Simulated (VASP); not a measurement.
Crystal: Ti.

```
Ti
1.0
     0.00000    2.11060    2.11060
     2.11060    0.00000    2.11060
     2.11060    2.11060    0.00000
Ti
1
Cartesian
  0.0000 0.0000 0.0000
```

This isn't the form of Ti at room conditions, which is hcp.

* Program: VASP 6.6.1
* Task: relaxation of cell and atoms
* Functional: PBE
* Potentials or basis: VASP PAW PBE potentials, release 64 (Ti_sv)
* Cutoff: 600 eV
* k mesh: 18 × 18 × 18
* Occupations: gaussian, width 0.1 eV
* Spin: no spin polarisation

At the start: pressure -7.6 GPa; volume 18.80 Å³/atom.

Problem. Where does the relaxation end?

Solution. Over 3 steps the energy falls by 36.5 meV/atom and the volume is 17.35 Å³/atom (-7.8 %); space group Fm-3m (No. 225, to 0.1 Å) before and after.

The path:
```csv
step,energy change (eV),largest force (eV/Å),pressure (GPa),volume (Å³)
1,0.0000,0.0000,-7.57,18.80
2,-0.0216,0.0000,5.81,16.49
3,-0.0365,0.0000,0.01,17.35
```

Final structure:
```yaml
crystal:
  lattice:
    - [0.00000, 2.05457, 2.05457]
    - [2.05457, 0.00000, 2.05457]
    - [2.05457, 2.05457, 0.00000]
  atoms:
    - { symbol: Ti, position: [0.00000, 0.00000, 0.00000] }
```
